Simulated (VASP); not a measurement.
# W (R-3m) in VASP: further runs

The runs below take W through single point, with PBE.

Everything below comes from runs of VASP 6.6.1. Logs are shortened: lines on timing, memory, paths and dates and some standing lists are left out, and cuts for length are marked.

## 1. The cell of the first run

Symmetry: R-3m, No. 166, trigonal system. The conventional cell has a = 4.307 Å, b = 4.307 Å, c = 2.831 Å, α = 90.00°, β = 90.00°, γ = 120.00°. Within 3.5 Å of W (site symmetry -3m) lie 14 W at 2.66 to 3.12 Å.

## 2. Single point, PBE

Input file INCAR:

```
PREC     = Accurate       # precision mode
ENCUT    = 520            # plane-wave cutoff, eV
EDIFF    = 1E-7           # SCF threshold, eV
ISMEAR   = 0              # smearing method
SIGMA    = 0.15           # smearing width, eV
LREAL    = False          # projectors in reciprocal space
LASPH    = True           # aspherical terms in the spheres
NELM     = 100            # most SCF steps
ALGO     = Fast           # electronic algorithm
ISIF     = 2              # what is computed and relaxed
LWAVE    = False          # write WAVECAR
LCHARG   = True           # write CHGCAR
GGA      = PE             # functional
LELF     = True           # ELF
LVHAR    = True         
NBANDS   = 13             # bands
```

Input file KPOINTS:

```
regular mesh
0
Gamma
  20 20 20
```

Input file POSCAR:

```
W
1.0
   -1.4856732176      1.5600125932      1.5600125932
    1.5600125932     -1.4856732176      1.5600125932
    1.5600125932      1.5600125932     -1.4856732176
W
1
Direct
    0.0000000000      0.0000000000      0.0000000000
```

Potentials or basis: VASP PAW PBE potentials, release 64 (W_sv).

Run with:

```
cat potpaw_PBE.64/W_sv/POTCAR > POTCAR
mpirun -np 1 vasp_std > vasp.out
```

OUTCAR:

```text
PREC = Accurate
   ENCUT = 520
   EDIFF = 1E-7
   ISMEAR = 0
   LREAL = False
   LASPH = True
   NELM = 100
   ISIF = 2
   GGA = PE

 ion  position               nearest neighbor table
   1  0.000  0.000  0.000-

  LATTYP: Found a trigonal (rhomboedric) cell.
 ALAT       =     2.6597938814
 COS(alpha) =    -0.3112159842

  Lattice vectors:

 A1 = (  -1.4856732176,   1.5600125932,   1.5600125932)
 A2 = (   1.5600125932,  -1.4856732176,   1.5600125932)
 A3 = (   1.5600125932,   1.5600125932,  -1.4856732176)

Analysis of symmetry for initial positions (statically):
=====================================================================
 Subroutine PRICEL returns:
 Original cell was already a primitive cell.

 Routine SETGRP: Setting up the symmetry group for a
 trigonal (rhombohedral) supercell.

 Subroutine GETGRP returns: Found 12 space group operations
 (whereof 12 operations were pure point group operations)
 out of a pool of 12 trial point group operations.

The static configuration has the point symmetry D_3d.

Analysis of symmetry for dynamics (positions and initial velocities):
=====================================================================
 Subroutine PRICEL returns:
 Original cell was already a primitive cell.

 Routine SETGRP: Setting up the symmetry group for a
 trigonal (rhombohedral) supercell.

 Subroutine GETGRP returns: Found 12 space group operations
 (whereof 12 operations were pure point group operations)
 out of a pool of 12 trial point group operations.

The dynamic configuration has the point symmetry D_3d.

 Subroutine INISYM returns: Found 12 space group operations
 (whereof 12 operations are pure point group operations),
 and found     1 'primitive' translations

----------------------------------------------------------------------------------------

                                     Primitive cell

  volume of cell :      15.1606

  direct lattice vectors                    reciprocal lattice vectors
    -1.485673218  1.560012593  1.560012593    -0.014934415  0.313398861  0.313398861
     1.560012593 -1.485673218  1.560012593     0.313398861 -0.014934415  0.313398861
     1.560012593  1.560012593 -1.485673218     0.313398861  0.313398861 -0.014934415

  length of vectors
     2.659793881  2.659793881  2.659793881     0.443464462  0.443464462  0.443464462

  position of ions in fractional coordinates (direct lattice)
     0.000000000  0.000000000  0.000000000

  ion indices of the primitive-cell ions
   primitive index   ion index
                 1           1

----------------------------------------------------------------------------------------

 KPOINTS: regular mesh

Automatic generation of k-mesh.
 Grid dimensions read from file:
 generate k-points for:   20   20   20

 Generating k-lattice:

  Cartesian coordinates                     Fractional coordinates (reciprocal lattice)
    -0.000746721  0.015669943  0.015669943     0.050000000  0.000000000  0.000000000
     0.015669943 -0.000746721  0.015669943     0.000000000  0.050000000  0.000000000
     0.015669943  0.015669943 -0.000746721     0.000000000  0.000000000  0.050000000

  Length of vectors
     0.022173223  0.022173223  0.022173223

  Shift w.r.t. Gamma in fractional coordinates (k-lattice)
     0.000000000  0.000000000  0.000000000

 Subroutine IBZKPT returns following result:
 ===========================================

 Found    781 irreducible k-points:

 Following reciprocal coordinates:
            Coordinates               Weight
  0.000000  0.000000  0.000000      1.000000
  0.050000  0.000000  0.000000      6.000000
  0.100000  0.000000  0.000000      6.000000
  0.150000  0.000000  0.000000      6.000000
  0.200000  0.000000  0.000000      6.000000
  0.250000  0.000000  0.000000      6.000000
[... 16 lines left out ...]
 -0.400000  0.050000  0.000000     12.000000
 -0.350000  0.050000  0.000000     12.000000
 [... further k-points ...]
   k-points           NKPTS =    781   k-points in BZ     NKDIM =    781   number of bands    NBANDS=     13
   number of dos      NEDOS =    301   number of ions     NIONS =      1
   total plane-waves  NPLWV =   8000
   dimension x,y,z NGX =    20 NGY =   20 NGZ =   20
   dimension x,y,z NGXF=    40 NGYF=   40 NGZF=   40
   ions per type =               1
   NGX,Y,Z   is equivalent  to a cutoff of  12.50, 12.50, 12.50 a.u.
   NGXF,Y,Z  is equivalent  to a cutoff of  25.00, 25.00, 25.00 a.u.
 SYSTEM =  unknown system
   PREC   = accura    normal or accurate (medium, high low for compatibility)
   ISTART =      0    job   : 0-new  1-cont  2-samecut
   ICHARG =      2    charge: 1-file 2-atom 10-const
   ISPIN  =      1    spin polarized calculation?
   LNONCOLLINEAR =      F non collinear calculations
   LSORBIT =      F    spin-orbit coupling
   LASPH  =      T    aspherical Exc in radial PAW
   ENCUT  =  520.0 eV  38.22 Ry    6.18 a.u.   4.95  4.95  4.95*2*pi/ulx,y,z
   NELM   =    100;   NELMIN=  2; NELMDL= -5     # of ELM steps
   EDIFF  = 0.1E-06   stopping-criterion for ELM
   LREAL  =      F    real-space projection
   EDIFFG = 0.1E-05   stopping-criterion for IOM
   NSW    =      0    number of steps for IOM
   IBRION =     -1    ionic relax: 0-MD 1-quasi-New 2-CG
   NFREE  =      0    steps in history (QN), initial steepest desc. (CG)
   ISIF   =      2    stress and relaxation
   ISYM   =      2    0-nonsym 1-usesym 2-fastsym
   POTIM  = 0.5000    time-step for ionic-motion
   TEBEG  =    0.0;   TEEND  =   0.0 temperature during run
   PSTRESS=    0.0 pullay stress
   NELECT =      14.0000    total number of electrons
   NUPDOWN=      -1.0000    fix difference up-down
   EMIN   =  10.00;   EMAX   =-10.00  energy-range for DOS
   EFERMI =   0.00;   METHOD = LEGACY
   ISMEAR =     0;   SIGMA  =   0.15  broadening in eV -4-tet -1-fermi 0-gaus
   EFERMI_NEDOS =   21; number of points for ismear=-14 and -15
   IALGO  =     68    algorithm
   IMIX   =      4    mixing-type and parameters
     AMIX     =   0.40;   BMIX     =  1.00
     AMIX_MAG =   1.60;   BMIX_MAG =  1.00
  volume/ion in A,a.u.               =      15.16       102.31
  Fermi-wavevector in a.u.,A,eV,Ry     =   1.594210  3.012620 34.579290  2.541506
  Thomas-Fermi vector in A             =   2.692320
   LORBIT       =      0    0 simple, 1 ext, 2 COOP (PROOUT), +10 PAW based schemes
   GGA     = PE    functional components
   LHFCALC =     F    Hartree Fock is set to
   AEXX    =    0.0000 exact exchange contribution
   IVDW    =     0    specifies the selected vdW correction
   LEPSILON=     F    determine dielectric tensor
   LRPA    =     F    only Hartree local field effects (RPA)
 non-spin polarized calculation
 RMM-DIIS sequential band-by-band and
 Gauss-broadening in eV      SIGMA  =   0.15
  energy-cutoff  :      520.00
  volume of cell :       15.16
 maximum number of plane-waves:       418
   NGX =  9   NGY =  9   NGZ =  9

 number of electron      13.9999999 magnetization

 Free energy of the ion-electron system (eV)
  ---------------------------------------------------
  ext. energy  EPLUGINS =         0.00000000
  ---------------------------------------------------
  free energy    TOTEN  =       -12.84101718 eV

  energy without entropy =      -12.83584141  energy(sigma->0) =      -12.83842930

 E-fermi :  12.1686     XC(G=0): -13.8905

 val. band max:       12.1630355158   @ k =   0.5000   0.5000   0.2000
 cond. band min:      12.1705337563   @ k =  -0.3500   0.2000   0.2000
 fundamental gap:      0.0074982405
 Fermi energy:        12.1685594052

 k-point     1 :       0.0000    0.0000    0.0000
  band No.  band energies     occupation
      1     -62.0305      2.00000
      2     -25.6492      2.00000
      3     -25.4407      2.00000
      4     -25.4407      2.00000
      5       2.2270      2.00000
      6      10.2612      2.00000
      7      10.2612      2.00000
      8      11.6688      2.00000
      9      14.6149      0.00000
     10      14.6149      0.00000
     11      26.3162      0.00000
     12      26.3162      0.00000
     13      27.6437      0.00000

 k-point     2 :       0.0500    0.0000    0.0000
  band No.  band energies     occupation
      1     -62.0269      2.00000
      2     -25.6724      2.00000
      3     -25.4652      2.00000
      4     -25.4412      2.00000
      5       2.3494      2.00000
      6      10.2007      2.00000
      7      10.2823      2.00000
      8      11.7219      1.99997
      9      14.5261      0.00000
     10      14.6150      0.00000
     11      26.4625      0.00000
     12      26.6155      0.00000
     13      27.7899      0.00000

 k-point     3 :       0.1000    0.0000    0.0000
  band No.  band energies     occupation
      1     -62.0166      2.00000
      2     -25.7510      2.00000
      3     -25.5238      2.00000
      4     -25.4426      2.00000
      5       2.7048      2.00000
      6      10.0282      2.00000
      7      10.2938      2.00000
      8      11.9214      1.98019
      9      14.3326      0.00000
     10      14.6239      0.00000
     11      26.8489      0.00000
     12      27.4120      0.00000
     13      28.2280      0.00000

 k-point     4 :       0.1500    0.0000    0.0000
  band No.  band energies     occupation
      1     -62.0006      2.00000
      2     -25.8954      2.00000
      3     -25.5897      2.00000
      4     -25.4448      2.00000
      5       3.2554      2.00000
      6       9.7686      2.00000
      7      10.2047      2.00000
      8      12.3484      0.09003
      9      14.1794      0.00000
     10      14.6611      0.00000
     11      27.3014      0.00000
     12      28.4085      0.00000
     13      28.9584      0.00000

 k-point     5 :       0.2000    0.0000    0.0000
  band No.  band energies     occupation
      1     -61.9803      2.00000
      2     -26.0914      2.00000
      3     -25.6533      2.00000
      4     -25.4475      2.00000
      5       3.9311      2.00000
      6       9.4565      2.00000
      7      10.0334      2.00000
      8      13.0279      0.00000
      9      14.1588      0.00000
     10      14.7451      0.00000
     11      27.5109      0.00000
     12      29.0328      0.00000
     13      29.9746      0.00000
[... 257 lines left out ...]
 k-point    22 :      -0.4500    0.0500   -0.0000
  band No.  band energies     occupation
      1     -61.8892      2.00000
      2     -26.9342      2.00000
      3     -25.8822      2.00000
      4     -25.4745      2.00000
      5       5.6347      2.00000
      6       8.3070      2.00000
      7      11.6121      2.00000
      8      14.7353      0.00000
      9      15.6643      0.00000
     10      17.7900      0.00000
     11      24.1278      0.00000
     12      24.7431      0.00000
     13      30.5603      0.00000

 k-point    23 :      -0.4000    0.0500    0.0000
  band No.  band energies     occupation
      1     -61.9017      2.00000
      2     -26.8230      2.00000
      3     -25.8470      2.00000
      4     -25.4713      2.00000
      5       5.6192      2.00000
      6       8.4727      2.00000
      7      10.8115      2.00000
      8      14.6447      0.00000
      9      15.4370      0.00000
     10      16.8798      0.00000
     11      25.0557      0.00000
     12      25.5804      0.00000
     13      32.0921      0.00000

 k-point    24 :      -0.3500    0.0500    0.0000
  band No.  band energies     occupation
      1     -61.9194      2.00000
      2     -26.6600      2.00000
      3     -25.8009      2.00000
      4     -25.4677      2.00000
      5       5.4537      2.00000
      6       8.7120      2.00000
      7      10.1604      2.00000
      8      14.4341      0.00000
      9      15.2125      0.00000
     10      15.7462      0.00000
     11      26.0136      0.00000
     12      26.8398      0.00000
     13      32.7948      0.00000

 [... further k-points ...]
[... 5 lines left out ...]
  --------------------------------------------------------------------------------------
  -------------------------------------------------------------------------------------
  Total        2.2230962      2.2230962      2.2230962     -0.6894776     -0.6894776     -0.6894776
  in kB      234.9378785    234.9378785    234.9378785    -72.8643238    -72.8643238    -72.8643238
  external PRESSURE =     234.9378785 kB  Pullay stress =       0.0000000 kB

 VOLUME and BASIS-vectors are now :
 -----------------------------------------------------------------------------
  energy-cutoff  :      520.00
  volume of cell :       15.16
      direct lattice vectors                 reciprocal lattice vectors
    -1.485673218  1.560012593  1.560012593    -0.014934415  0.313398861  0.313398861
     1.560012593 -1.485673218  1.560012593     0.313398861 -0.014934415  0.313398861
     1.560012593  1.560012593 -1.485673218     0.313398861  0.313398861 -0.014934415

 POSITION                                       TOTAL-FORCE (eV/Angst)
 -----------------------------------------------------------------------------------
      0.00000      0.00000      0.00000         0.000000      0.000000      0.000000
 -----------------------------------------------------------------------------------
    total drift:                                0.000000     -0.000000      0.000000

  FREE ENERGIE OF THE ION-ELECTRON SYSTEM (eV)
  ---------------------------------------------------
  free  energy   TOTEN  =       -12.8410171789 eV

  energy  without entropy=      -12.8358414119  energy(sigma->0) =      -12.83842930
```

Run time: 2.2 min. Hardware: 1 thread of Intel Xeon 6975P-C (Granite Rapids), shared host; peak memory 0.24 GiB.

What came out:

- Free energy: -12.8410 eV
- Pressure: 23.5 GPa
- Band gap on the k mesh: zero (bands 7 and 8 overlap by 5.30 eV)

Caveat: the cell stands under pressure; spin-orbit coupling is left out, which moves the levels of the heavy elements.

## 3. Single point, PBE

This run uses another cell than the first one, of the same volume but with other edges.

Input file INCAR:

```
  PREC = Accurate
  ENCUT = 520
  EDIFF = 1E-6
  ISMEAR = 0
  SIGMA = 0.15
  LREAL = F
  LASPH = T
  NELM = 100
  ALGO = Fast
  ISIF = 2
  LWAVE = F
  LCHARG = F
  GGA = PE
  NBANDS = 13
```

Input file KPOINTS:

```
Automatic mesh
0
Gamma
  20 20 20
```

Input file POSCAR:

```
W
1.0
   -1.6343519688      1.5600125932      1.5600125932
    1.5600125932     -1.6343519688      1.5600125932
    1.5600125932      1.5600125932     -1.6343519688
W
1
Direct
    0.0000000000      0.0000000000      0.0000000000
```

Potentials or basis: VASP PAW PBE potentials, release 64 (W_sv).

Run with:

```
cat potpaw_PBE.64/W_sv/POTCAR > POTCAR
mpirun -np 1 vasp_std > vasp.out
```

Wall time 94 s (1 thread of Intel Xeon 6975P-C (Granite Rapids), shared host); peak memory 0.24 GiB.

The run converged. Its results:

* Free energy: -12.8267 eV
* Pressure: 23.8 GPa
* Band gap on the k mesh: zero (bands 7 and 8 overlap by 6.03 eV)

Stress tensor (GPa, compression positive):
```
23.80 10.42 10.42
10.42 23.80 10.42
10.42 10.42 23.80
```

Levels at points of the mesh, in eV from the Fermi level:
| k point | band 3 | band 4 | band 5 | band 6 | band 7 | band 8 | band 9 | band 10 | band 11 | band 12 |
| --- | --- | --- | --- | --- | --- | --- | --- | --- | --- | --- |
| (0.00, 0.00, 0.00) | -37.77 | -37.48 | -9.94 | -2.27 | -1.06 | -1.06 | 2.50 | 2.50 | 13.66 | 15.05 |
| (0.50, 0.00, 0.00) | -38.23 | -37.74 | -6.60 | -3.73 | 1.23 | 1.91 | 2.77 | 6.65 | 11.19 | 12.76 |
| (0.50, 0.50, 0.00) | -38.12 | -37.55 | -6.68 | -4.07 | 0.38 | 2.69 | 3.71 | 6.15 | 11.04 | 11.80 |
| (0.50, 0.50, 0.50) | -38.61 | -38.61 | -6.28 | -6.28 | 4.87 | 4.87 | 6.46 | 8.26 | 8.26 | 9.32 |

Caveat: the cell stands under pressure; spin-orbit coupling is left out, which moves the levels of the heavy elements.

## 4. Single point, PBE

This run uses another cell than the first one, of 15.65 Å³/atom.

INCAR, as its differences from that of step 3:

```diff
@@ -7,3 +7,3 @@
   LASPH = T
-  NELM = 100
+  NELM = 60
   ALGO = Fast
```

Input file KPOINTS:

```
regular mesh
0
Gamma
  20 20 20
```

Input file POSCAR:

```
W
1.0
   -1.5388409937      1.5759310891      1.5759310891
    1.5759310891     -1.5388409937      1.5759310891
    1.5759310891      1.5759310891     -1.5388409937
W
1
Direct
    0.0000000000      0.0000000000      0.0000000000
```

Run with:

```
cat potpaw_PBE.64/W_sv/POTCAR > POTCAR
mpirun -np 1 vasp_std > vasp.out
```

It took 96 s on 1 thread of Intel Xeon 6975P-C (Granite Rapids), shared host; peak memory 0.24 GiB.

It converged, with:

```
Free energy            : -12.9307 eV
Pressure               : 10.8 GPa
Band gap on the k mesh : zero (bands 7 and 8 overlap by 5.69 eV)
```

Stress tensor (GPa, compression positive):
```
10.79 -3.75 -3.75
-3.75 10.79 -3.75
-3.75 -3.75 10.79
```

Levels at points of the mesh, in eV from the Fermi level:
| k point | band 4 | band 5 | band 6 | band 7 | band 8 | band 9 | band 10 | band 11 |
| --- | --- | --- | --- | --- | --- | --- | --- | --- |
| (0.00, 0.00, 0.00) | -37.73 | -9.76 | -1.54 | -1.54 | -0.88 | 2.28 | 2.28 | 14.29 |
| (0.50, 0.00, 0.00) | -37.74 | -6.43 | -3.75 | 0.48 | 2.30 | 3.31 | 6.00 | 10.98 |
| (0.50, 0.50, 0.00) | -37.79 | -6.40 | -3.64 | 0.87 | 2.01 | 2.94 | 6.38 | 11.26 |
| (0.50, 0.50, 0.50) | -38.62 | -5.99 | -5.99 | 4.64 | 5.48 | 5.48 | 8.02 | 8.46 |

Caveat: the cell stands under pressure; spin-orbit coupling is left out, which moves the levels of the heavy elements.

## 5. The runs side by side

| cell | further INCAR settings | gap on the mesh (eV) | pressure (GPa) |
| --- | --- | --- | --- |
| a = 2.660 Å, angles 108.1°, 1 atom | ALGO = Fast; EDIFF = 1e-07; NBANDS = 13 | none | 23.5 |
| a = 2.746 Å, angles 110.7°, 1 atom | ALGO = Fast; EDIFF = 1e-06; NBANDS = 13 | none | 23.8 |
| a = 2.708 Å, angles 108.8°, 1 atom | ALGO = Fast; EDIFF = 1e-06; NBANDS = 13 | none | 10.8 |

Alike in all rows: task single point; level PBE; potentials or basis VASP PAW PBE potentials, release 64 (W_sv); no spin polarisation; k mesh 20 × 20 × 20; cutoff (eV) 520; smearing gaussian 0.15 eV.

Caveats: the cell stands under pressure; spin-orbit coupling is left out, which moves the levels of the heavy elements.

Total energies depend on the potentials used, so only differences within one code and one set of settings carry meaning.

The gap in the log of VASP goes by the Fermi energy; the results here count the filled bands.